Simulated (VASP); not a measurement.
Crystal: C.

```
CELL_PARAMETERS angstrom
0.00000 1.91715 1.78340
1.64965 0.00000 1.78340
1.64965 1.91715 0.00000
ATOMIC_POSITIONS crystal
C 0.50000 0.50000 0.50000
C 0.75000 0.75000 0.75000
```

This cell differs from its parent crystal: strain -0.0750 x Voigt [1, -1, 0, 0, 0, 0].

Base run:

* Program: VASP 6.6.1
* Functional: r2SCAN
* Potentials or basis: VASP PAW PBE potentials, release 64 (C_h)
* Cutoff: 910 eV
* k mesh: 12 × 12 × 12
* Occupations: gaussian, width 0.05 eV
* Spin: no spin polarisation

Its results: band gap on the k mesh 1.48 eV, indirect (least direct gap 3.94 eV); pressure -0.1 GPa.

Question: The run is repeated on the same cell with these changes: potentials or basis from VASP PAW PBE potentials, release 64 (C_h) to VASP PAW PBE potentials, release 64 (C); cutoff from 910 eV to 520 eV. What comes out?

Answer: Band gap on the k mesh 1.46 eV, indirect (least direct gap 3.90 eV); pressure 1.8 GPa.

Caveats: the PAW data sets were made with another functional, which shifts forces and pressure a little; the cutoff is under 1.25 times the usual one of these potentials, so pressure, stress and relaxed cells hold a basis-set (Pulay) error (some runs).

A k mesh can miss the band edges.
